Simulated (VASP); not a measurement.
Write the native input for VASP 6.6.1 that does the following.

- Task: single point
- Functional: PBE
- Potentials or basis: VASP PAW PBE potentials, release 64 (Sn_d, Se)
- Cutoff: 520 eV
- k mesh: 14 × 14 × 8
- Occupations: gaussian, width 0.05 eV
- Spin: no spin polarisation
- Dipole correction: no
- Further INCAR settings: ALGO = Normal; EDIFF = 1e-06; NBANDS = 20

The structure of SnSe2 lies in POSCAR:

```
SnSe2
1.0
    3.9036688523      0.0000000000      0.0000000000
   -1.9518344261      3.3806763940      0.0000000000
    0.0000000000      0.0000000000      6.2852037266
Sn Se
1 2
Direct
    0.0000000000      0.0000000000      0.0000000000
    0.3333333333      0.6666666667      0.2514311196
    0.6666666667      0.3333333333      0.7485688804
```

These files were run (other wordings do the same):

INCAR

```
  ALGO = Normal
  EDIFF = 1E-6
  ENCUT = 520
  GGA = PE
  ISIF = 2
  ISMEAR = 0
  LASPH = T
  LCHARG = F
  LREAL = F
  LWAVE = F
  NBANDS = 20
  NELM = 60
  PREC = Accurate
  SIGMA = 0.05
```

KPOINTS

```
k-points
0
Gamma
  14 14 8
```

Potentials or basis: VASP PAW PBE potentials, release 64 (Sn_d, Se).

Launch:

```sh
$ cat potpaw_PBE.64/Sn_d/POTCAR potpaw_PBE.64/Se/POTCAR > POTCAR
$ mpirun -np 1 vasp_std > vasp.out
```

It gave:

```yaml
Pressure: 0.1 GPa
Largest_force: 0.014 eV/Å
Band_gap_on_the_k_mesh: 0.59 eV (least direct gap 0.82 eV)
```

Caveat: spin-orbit coupling is left out, which moves the levels of the heavy elements; this functional lacks dispersion, which binds the layers, so the pressure and a relaxed spacing across them are unreliable.

Run time: 6.8 min on 1 thread of Intel Xeon 8259CL, on a shared host, peak memory 0.39 GiB.
